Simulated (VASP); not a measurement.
Write the native input for VASP 6.6.1 that does the following.

```yaml
Task: relaxation of shape and atoms at fixed volume
Functional: PBE
Potentials_or_basis: VASP PAW PBE potentials, release 64 (Sn_d, Pb_d)
Cutoff: 600 eV
k_mesh: 6 × 6 × 12
Occupations: gaussian, width 0.1 eV
Spin: no spin polarisation
Dipole_correction: no
Further_INCAR_settings: ALGO = Fast; EDIFF = 1e-07; IBRION = 2; EDIFFG = -0.01; NSW = 50; ISIF = 4
```

The structure of Sn2Pb lies in POSCAR:

```
Sn2Pb
1.0
    5.7304122490      0.0000000000      0.0000000000
   -2.8652061245      4.9626825818      0.0000000000
    0.0000000000      0.0000000000      3.3789604879
Sn Pb
2 1
Direct
    0.3333333333      0.6666666667      0.5000000000
    0.6666666667      0.3333333333      0.5000000000
    0.0000000000      0.0000000000      0.0000000000
```

The input as run:

INCAR

```
SYSTEM = Sn2Pb
ALGO = Fast ; EDIFF = 1E-7
EDIFFG = -0.01 ; ENCUT = 600
GGA = PE ; IBRION = 2
ISIF = 4 ; ISMEAR = 0
LASPH = .True. ; LCHARG = .False.
LREAL = .False. ; LWAVE = .False.
NELM = 80 ; NSW = 50
PREC = Accurate ; SIGMA = 0.1
```

KPOINTS

```
k-points
0
Gamma
  6 6 12
  0 0 0
```

Potentials or basis: VASP PAW PBE potentials, release 64 (Sn_d, Pb_d).

Launch:

```sh
$ cat potpaw_PBE.64/Sn_d/POTCAR potpaw_PBE.64/Pb_d/POTCAR > POTCAR
$ mpirun -np 1 vasp_std > vasp.out
```

It gave:

```
Pressure after relaxing : -3.5 GPa
Band gap on the k mesh  : zero (bands 21 and 22 overlap by 3.07 eV)
```

Caveat: spin-orbit coupling is left out, which moves the levels of the heavy elements.

Run time: 77 s on 1 thread of AMD EPYC 9R45 96-Core Processor (Zen 5), on a shared host, peak memory 0.3 GiB.
